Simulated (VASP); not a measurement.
A run of VASP 6.6.1:

The input INCAR:

```
SYSTEM = CdSiP2
  PREC = Accurate
  ENCUT = 500
  EDIFF = 1E-6
  ISMEAR = -1
  SIGMA = 0.02
  LREAL = .False.
  LASPH = .True.
  NELM = 120
  ALGO = Normal
  ISIF = 2
  LWAVE = .False.
  LCHARG = .False.
  GGA = PE
  NBANDS = 36
  GGA_COMPAT = .False.
```

Contents of KPOINTS:

```
regular mesh
0
Gamma
  6 6 6
  0 0 0
```

Contents of POSCAR:

```
CdSiP2
1.0
   -2.8468453812      2.8468453812      5.2420756378
    2.8468453812     -2.8468453812      5.2420756378
    2.8468453812      2.8468453812     -5.2420756378
Cd P Si
2 4 2
Direct
    0.0000000000      0.0000000000      0.0000000000
    0.7500000000      0.2500000000      0.5000000000
    0.3750000000      0.4211589736      0.5461589736
    0.1711589736      0.6250000000      0.0461589736
    0.8750000000      0.8288410264      0.4538410264
    0.5788410264      0.1250000000     -0.0461589736
    0.5000000000      0.5000000000      0.0000000000
    0.2500000000      0.7500000000      0.5000000000
```

Potentials or basis: VASP PAW PBE potentials, release 64 (Cd, P, Si).

Run with:

```bash
$ cat potpaw_PBE.64/Cd/POTCAR potpaw_PBE.64/P/POTCAR potpaw_PBE.64/Si/POTCAR > POTCAR
$ mpirun -np 1 vasp_std > vasp.out
```

Hardware: 1 thread of Intel(R) Xeon(R) 6975P-C (Granite Rapids), on a shared host.

Question: How long does it take, and how much memory?

Answer: Wall time 100 s on 1 thread of Intel(R) Xeon(R) 6975P-C (Granite Rapids), with other jobs on the host, peak memory 0.41 GiB. Counts: scf iterations 15, k points 30.
